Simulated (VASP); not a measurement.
# NaCl (Fm-3m) in VASP: notebook, part 2 of 2

VASP 6.6.1. The steps go on from the part before.

## (4) Single point, LDA

This run uses another cell than the first one, of 20.40 Å³/atom.

INCAR reads:

```
PREC     = Accurate       # precision mode
ENCUT    = 520            # plane-wave cutoff, eV
EDIFF    = 1E-6           # SCF threshold, eV
ISMEAR   = 0              # smearing method
SIGMA    = 0.01           # smearing width, eV
LREAL    = False          # projectors in reciprocal space
LASPH    = True           # aspherical terms in the spheres
NELM     = 100            # most SCF steps
ALGO     = Normal         # electronic algorithm
ISIF     = 2              # what is computed and relaxed
LWAVE    = False          # write WAVECAR
LCHARG   = False          # write CHGCAR
NBANDS   = 14             # bands
```

KPOINTS reads:

```
regular mesh
0
Gamma
  8 8 8
```

POSCAR reads:

```
NaCl
1.0
    0.0000000000      2.7321936073      2.7321936073
    2.7321936073      0.0000000000      2.7321936073
    2.7321936073      2.7321936073      0.0000000000
Na Cl
1 1
Direct
    0.0000000000      0.0000000000      0.0000000000
    0.5000000000      0.5000000000      0.5000000000
```

Potentials or basis: VASP PAW LDA potentials, release 64 (Na_pv, Cl).

The run is started by

```bash
$ cat potpaw_LDA.64/Na_pv/POTCAR potpaw_LDA.64/Cl/POTCAR > POTCAR
$ mpirun -np 1 vasp_std > vasp.out
```

OUTCAR:

```text
PREC = Accurate
   ENCUT = 520
   EDIFF = 1E-6
   ISMEAR = 0
   LREAL = False
   LASPH = True
   NELM = 100
   ISIF = 2

 ion  position               nearest neighbor table
   1  0.000  0.000  0.000-
   2  0.500  0.500  0.500-

  LATTYP: Found a face centered cubic cell.
 ALAT       =     5.4643872146

  Lattice vectors:

 A1 = (   0.0000000000,   2.7321936073,   2.7321936073)
 A2 = (   2.7321936073,   0.0000000000,   2.7321936073)
 A3 = (   2.7321936073,   2.7321936073,   0.0000000000)

Analysis of symmetry for initial positions (statically):
=====================================================================
 Subroutine PRICEL returns:
 Original cell was already a primitive cell.

 Routine SETGRP: Setting up the symmetry group for a
 face centered cubic supercell.

 Subroutine GETGRP returns: Found 48 space group operations
 (whereof 48 operations were pure point group operations)
 out of a pool of 48 trial point group operations.

The static configuration has the point symmetry O_h .

Analysis of symmetry for dynamics (positions and initial velocities):
=====================================================================
 Subroutine PRICEL returns:
 Original cell was already a primitive cell.

 Routine SETGRP: Setting up the symmetry group for a
 face centered cubic supercell.

 Subroutine GETGRP returns: Found 48 space group operations
 (whereof 48 operations were pure point group operations)
 out of a pool of 48 trial point group operations.

The dynamic configuration has the point symmetry O_h .

 Subroutine INISYM returns: Found 48 space group operations
 (whereof 48 operations are pure point group operations),
 and found     1 'primitive' translations

----------------------------------------------------------------------------------------

                                     Primitive cell

  volume of cell :      40.7910

  direct lattice vectors                    reciprocal lattice vectors
     0.000000000  2.732193607  2.732193607    -0.183003137  0.183003137  0.183003137
     2.732193607  0.000000000  2.732193607     0.183003137 -0.183003137  0.183003137
     2.732193607  2.732193607  0.000000000     0.183003137  0.183003137 -0.183003137

  length of vectors
     3.863905254  3.863905254  3.863905254     0.316970731  0.316970731  0.316970731

  position of ions in fractional coordinates (direct lattice)
     0.000000000  0.000000000  0.000000000
     0.500000000  0.500000000  0.500000000

  ion indices of the primitive-cell ions
   primitive index   ion index
                 1           1
                 2           2

----------------------------------------------------------------------------------------

 KPOINTS: regular mesh

Automatic generation of k-mesh.
 Grid dimensions read from file:
 generate k-points for:    8    8    8

 Generating k-lattice:

  Cartesian coordinates                     Fractional coordinates (reciprocal lattice)
    -0.022875392  0.022875392  0.022875392     0.125000000  0.000000000  0.000000000
     0.022875392 -0.022875392  0.022875392     0.000000000  0.125000000  0.000000000
     0.022875392  0.022875392 -0.022875392     0.000000000  0.000000000  0.125000000

  Length of vectors
     0.039621341  0.039621341  0.039621341

  Shift w.r.t. Gamma in fractional coordinates (k-lattice)
     0.000000000  0.000000000  0.000000000

 Subroutine IBZKPT returns following result:
 ===========================================

 Found     29 irreducible k-points:

 Following reciprocal coordinates:
            Coordinates               Weight
  0.000000  0.000000  0.000000      1.000000
  0.125000  0.000000  0.000000      8.000000
  0.250000  0.000000  0.000000      8.000000
  0.375000  0.000000  0.000000      8.000000
  0.500000  0.000000  0.000000      4.000000
  0.125000  0.125000  0.000000      6.000000
[... 16 lines left out ...]
  0.500000  0.250000  0.125000     48.000000
 -0.375000  0.250000  0.125000     24.000000
 [... further k-points ...]
   k-points           NKPTS =     29   k-points in BZ     NKDIM =     29   number of bands    NBANDS=     14
   number of dos      NEDOS =    301   number of ions     NIONS =      2
   total plane-waves  NPLWV =  27000
   dimension x,y,z NGX =    30 NGY =   30 NGZ =   30
   dimension x,y,z NGXF=    60 NGYF=   60 NGZF=   60
   ions per type =               1   1
   NGX,Y,Z   is equivalent  to a cutoff of  12.91, 12.91, 12.91 a.u.
   NGXF,Y,Z  is equivalent  to a cutoff of  25.82, 25.82, 25.82 a.u.
 SYSTEM =  unknown system
   PREC   = accura    normal or accurate (medium, high low for compatibility)
   ISTART =      0    job   : 0-new  1-cont  2-samecut
   ICHARG =      2    charge: 1-file 2-atom 10-const
   ISPIN  =      1    spin polarized calculation?
   LNONCOLLINEAR =      F non collinear calculations
   LSORBIT =      F    spin-orbit coupling
   LASPH  =      T    aspherical Exc in radial PAW
   ENCUT  =  520.0 eV  38.22 Ry    6.18 a.u.   7.18  7.18  7.18*2*pi/ulx,y,z
   NELM   =    100;   NELMIN=  2; NELMDL= -5     # of ELM steps
   EDIFF  = 0.1E-05   stopping-criterion for ELM
   LREAL  =      F    real-space projection
   EDIFFG = 0.1E-04   stopping-criterion for IOM
   NSW    =      0    number of steps for IOM
   IBRION =     -1    ionic relax: 0-MD 1-quasi-New 2-CG
   NFREE  =      0    steps in history (QN), initial steepest desc. (CG)
   ISIF   =      2    stress and relaxation
   ISYM   =      2    0-nonsym 1-usesym 2-fastsym
   POTIM  = 0.5000    time-step for ionic-motion
   TEBEG  =    0.0;   TEEND  =   0.0 temperature during run
   PSTRESS=    0.0 pullay stress
   NELECT =      14.0000    total number of electrons
   NUPDOWN=      -1.0000    fix difference up-down
   EMIN   =  10.00;   EMAX   =-10.00  energy-range for DOS
   EFERMI =   0.00;   METHOD = LEGACY
   ISMEAR =     0;   SIGMA  =   0.01  broadening in eV -4-tet -1-fermi 0-gaus
   EFERMI_NEDOS =   21; number of points for ismear=-14 and -15
   IALGO  =     38    algorithm
   IMIX   =      4    mixing-type and parameters
     AMIX     =   0.40;   BMIX     =  1.00
     AMIX_MAG =   1.60;   BMIX_MAG =  1.00
  volume/ion in A,a.u.               =      20.40       137.64
  Fermi-wavevector in a.u.,A,eV,Ry     =   1.146206  2.166015 17.875176  1.313788
  Thomas-Fermi vector in A             =   2.282891
   LORBIT       =      0    0 simple, 1 ext, 2 COOP (PROOUT), +10 PAW based schemes
   GGA     = CA    functional components
   LHFCALC =     F    Hartree Fock is set to
   AEXX    =    0.0000 exact exchange contribution
   IVDW    =     0    specifies the selected vdW correction
   LEPSILON=     F    determine dielectric tensor
   LRPA    =     F    only Hartree local field effects (RPA)
 non-spin polarized calculation
 Gauss-broadening in eV      SIGMA  =   0.01
  energy-cutoff  :      520.00
  volume of cell :       40.79
 maximum number of plane-waves:      1121
 NGX is ok and might be reduce to    30
   NGX = 15   NGY = 15   NGZ = 15

 number of electron      13.9999993 magnetization

 Free energy of the ion-electron system (eV)
  ---------------------------------------------------
  ext. energy  EPLUGINS =         0.00000000
  ---------------------------------------------------
  free energy    TOTEN  =        -7.38920269 eV

  energy without entropy =       -7.38920269  energy(sigma->0) =       -7.38920269

 E-fermi :  -0.3089     XC(G=0):  -9.1378

 val. band max:       -0.3578070764   @ k =   0.0000   0.0000   0.0000
 cond. band min:       4.7227720899   @ k =   0.0000   0.0000   0.0000
 fundamental gap:      5.0805791663
 Fermi energy:        -0.3088509492

 k-point     1 :       0.0000    0.0000    0.0000
  band No.  band energies     occupation
      1     -20.9861      2.00000
      2     -20.9861      2.00000
      3     -20.9861      2.00000
      4     -13.1816      2.00000
      5      -0.3578      2.00000
      6      -0.3578      2.00000
      7      -0.3578      2.00000
      8       4.7228      0.00000
      9      10.5717      0.00000
     10      10.5717      0.00000
     11      10.5717      0.00000
     12      12.9292      0.00000
     13      12.9292      0.00000
     14      14.4571      0.00000
[... 375 lines left out ...]
 k-point    24 :      -0.3750    0.2500    0.1250
  band No.  band energies     occupation
      1     -21.0248      2.00000
      2     -20.9991      2.00000
      3     -20.9929      2.00000
      4     -12.6708      2.00000
      5      -2.3678      2.00000
      6      -1.3028      2.00000
      7      -0.8709      2.00000
      8       7.8537      0.00000
      9       9.2167      0.00000
     10       9.9968      0.00000
     11      11.4150      0.00000
     12      14.1763      0.00000
     13      15.5778      0.00000
     14      16.7212      0.00000

 [... further k-points ...]
[... 5 lines left out ...]
  --------------------------------------------------------------------------------------
  -------------------------------------------------------------------------------------
  Total        0.0079966      0.0079966      0.0079966      0.0000000      0.0000000      0.0000000
  in kB        0.3140901      0.3140901      0.3140901      0.0000000      0.0000000      0.0000000
  external PRESSURE =       0.3140901 kB  Pullay stress =       0.0000000 kB

 VOLUME and BASIS-vectors are now :
 -----------------------------------------------------------------------------
  energy-cutoff  :      520.00
  volume of cell :       40.79
      direct lattice vectors                 reciprocal lattice vectors
     0.000000000  2.732193607  2.732193607    -0.183003137  0.183003137  0.183003137
     2.732193607  0.000000000  2.732193607     0.183003137 -0.183003137  0.183003137
     2.732193607  2.732193607  0.000000000     0.183003137  0.183003137 -0.183003137

 POSITION                                       TOTAL-FORCE (eV/Angst)
 -----------------------------------------------------------------------------------
      0.00000      0.00000      0.00000         0.000000      0.000000      0.000000
      2.73219      2.73219      2.73219        -0.000000     -0.000000     -0.000000
 -----------------------------------------------------------------------------------
    total drift:                               -0.000000      0.000000      0.000000

  FREE ENERGIE OF THE ION-ELECTRON SYSTEM (eV)
  ---------------------------------------------------
  free  energy   TOTEN  =        -7.3892026917 eV

  energy  without entropy=       -7.3892026917  energy(sigma->0) =       -7.38920269
```

Wall time 15 s (1 thread of Intel Xeon 8259CL, shared host); peak memory 0.15 GiB.

Results:

```
Free energy            : -7.3892 eV
Pressure               : 0.0 GPa
Band gap on the k mesh : 5.08 eV
```

As with any semilocal functional, this LDA gap is likely too small.

## (5) Single point, LDA

This run uses another cell than the first one, of 20.40 Å³/atom.

INCAR reads:

```
SYSTEM = NaCl
ALGO     = Normal         ! electronic algorithm
EDIFF    = 1E-7           ! SCF threshold, eV
ENCUT    = 520            ! plane-wave cutoff, eV
GGA      = CA             ! functional
ISIF     = 2              ! what is computed and relaxed
ISMEAR   = 0              ! smearing method
LASPH    = .TRUE.         ! aspherical terms in the spheres
LCHARG   = .FALSE.        ! write CHGCAR
LREAL    = .FALSE.        ! projectors in reciprocal space
LWAVE    = .FALSE.        ! write WAVECAR
NBANDS   = 14             ! bands
NELM     = 60             ! most SCF steps
PREC     = Accurate       ! precision mode
SIGMA    = 0.01           ! smearing width, eV
```

KPOINTS reads:

```
k-points
0
G
  8 8 8
  0 0 0
```

POSCAR is that of step 4.

The run is started by

```bash
$ cat potpaw_LDA.64/Na_pv/POTCAR potpaw_LDA.64/Cl/POTCAR > POTCAR
$ mpirun -np 1 vasp_std > vasp.out
```

Wall time 19 s (1 thread of Intel Xeon 8259CL, shared host); peak memory 0.14 GiB.

It converged, with:

```
Free energy            : -7.3892 eV
Pressure               : 0.0 GPa
Band gap on the k mesh : 5.08 eV
```

Levels at points of the mesh, in eV from the valence-band top:
| k point | band 3 | band 4 | band 5 | band 6 | band 7 | band 8 | band 9 | band 10 | band 11 | band 12 |
| --- | --- | --- | --- | --- | --- | --- | --- | --- | --- | --- |
| (0.00, 0.00, 0.00) | -20.63 | -12.82 | 0.00 | 0.00 | 0.00 | 5.08 | 10.93 | 10.93 | 10.93 | 13.29 |
| (0.50, 0.00, 0.00) | -20.63 | -12.35 | -2.33 | -0.33 | -0.33 | 7.05 | 10.90 | 10.90 | 11.05 | 15.16 |
| (0.50, 0.50, 0.00) | -20.64 | -12.30 | -2.01 | -0.72 | -0.72 | 7.44 | 7.63 | 11.62 | 15.19 | 15.19 |
